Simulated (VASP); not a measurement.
Set up this calculation in VASP 6.6.1, as the native input.

```
Task                   : single point
Functional             : PBE
Potentials or basis    : VASP PAW PBE potentials, release 64 (Al, Ni)
Cutoff                 : 520 eV
k mesh                 : 14 × 14 × 14
Occupations            : gaussian, width 0.1 eV
Spin                   : no spin polarisation
Dipole correction      : no
Further INCAR settings : ALGO = Normal; EDIFF = 1e-06; NBANDS = 14
```

The structure of AlNi lies in POSCAR:

```
AlNi
1.0
    2.9498250655      0.0000000000      0.0000000000
    0.0000000000      2.9498250655      0.0000000000
    0.0000000000      0.0000000000      2.9498250655
Al Ni
1 1
Direct
    0.0000000000      0.0000000000      0.0000000000
    0.5000000000      0.5000000000      0.5000000000
```

This cell differs from its parent crystal: volume scaled by 1.06.

These files were run (other wordings do the same):

INCAR

```
SYSTEM = AlNi
PREC     = Accurate       ! precision mode
ENCUT    = 520            ! plane-wave cutoff, eV
EDIFF    = 1E-6           ! SCF threshold, eV
ISMEAR   = 0              ! smearing method
SIGMA    = 0.1            ! smearing width, eV
LREAL    = .False.        ! projectors in reciprocal space
LASPH    = .True.         ! aspherical terms in the spheres
NELM     = 60             ! most SCF steps
ALGO     = Normal         ! electronic algorithm
ISIF     = 2              ! what is computed and relaxed
LWAVE    = .False.        ! write WAVECAR
LCHARG   = .True.         ! write CHGCAR
GGA      = PE             ! functional
LELF     = .True.         ! ELF
LVHAR    = .True.       
NBANDS   = 14             ! bands
```

KPOINTS

```
Automatic mesh
0
Gamma
  14 14 14
  0 0 0
```

Potentials or basis: VASP PAW PBE potentials, release 64 (Al, Ni).

Command:

```sh
$ cat potpaw_PBE.64/Al/POTCAR potpaw_PBE.64/Ni/POTCAR > POTCAR
$ mpirun -np 1 vasp_std > vasp.out
```

Results of the run:

The pressure is -8.1 GPa.

It took 20 s on 1 thread of Intel(R) Xeon(R) Platinum 8259CL CPU @ 2.50GHz (Skylake/Cascade Lake), on a shared host, peak memory 0.17 GiB.
